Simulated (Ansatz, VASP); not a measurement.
**Te3W: VASP beside Ansatz**

Contents of INCAR:

```
  PREC = Accurate
  ENCUT = 600
  EDIFF = 1E-6
  ISMEAR = -1
  SIGMA = 0.15
  LREAL = False
  LASPH = True
  NELM = 100
  ALGO = Normal
  ISIF = 3
  LWAVE = False
  LCHARG = False
  GGA = PE
  IBRION = 2
  NSW = 80
  EDIFFG = -0.001
```

KPOINTS

```
regular mesh
0
Gamma
  8 8 8
```

File POSCAR:

```
Te3W
1.0
    5.3635785906      0.0000000000      0.0000000000
    0.0000000000      5.3635785906      0.0000000000
    0.0000000000      0.0000000000      5.3635785906
Te W
3 1
Direct
    0.0000000000      0.0000000000      0.5000000000
    0.0000000000      0.5000000000      0.0000000000
    0.5000000000      0.0000000000      0.0000000000
    0.0000000000      0.0000000000      0.0000000000
```

Input for Ansatz:

```yaml
crystal:
  lattice:
    - [5.3635785828, 0.0, 0.0]
    - [0.0, 5.3635785828, 0.0]
    - [0.0, 0.0, 5.3635785828]
  atoms:
    - { symbol: Te, position: [0.0, 0.0, 0.5] }
    - { symbol: Te, position: [0.0, 0.5, 0.0] }
    - { symbol: Te, position: [0.5, 0.0, 0.0] }
    - { symbol: W, position: [0.0, 0.0, 0.0] }
basis:
  ecutwfc: 420
kpoints:
  mp_grid: { grid: [8, 8, 8] }
hamiltonian:
  xc: pbe
scf:
  occupations: { method: fermi_dirac, width: 0.15 }
output:
  forces: true
  stress: true
  eigenvalues: true
  write_density: true
  write_potential: true
  elf: true
  volumetric_format: npy
relax:
  adjacent_minimum: "off"
  f_tol: 0.001
  max_steps: 60
  cell: { stress_tol: 0.01 }
```

Alike in both runs: task relaxation of cell and atoms; functional PBE; k mesh 8 × 8 × 8; occupations fermi-dirac, width 0.15 eV; no spin polarisation.

```csv
,VASP,Ansatz
version,VASP 6.6.1,Ansatz 0.2.0
potentials or method,"VASP PAW PBE potentials, release 64 (Te, W_sv), cutoff 600 eV","scalar-relativistic, plane waves, PAW"
valence electrons in the cell,32,62
```

```csv
,VASP,Ansatz,Ansatz less VASP
"gap on the k mesh at the Fermi level, each at its own relaxed structure (eV)",none,none,-
relaxed volume (Å³/atom),38.68,38.70,+0.022
relaxed length of the cell vector where the two differ most in proportion (Å),5.368,5.369,+0.0010
```

A gap of «none» marks a metal or a gap that the smearing closes. VASP's potentials hold 32 valence electrons a cell and Ansatz's 62, so a difference there can come from the potentials and not from the codes.

Neither program's run includes spin-orbit coupling.
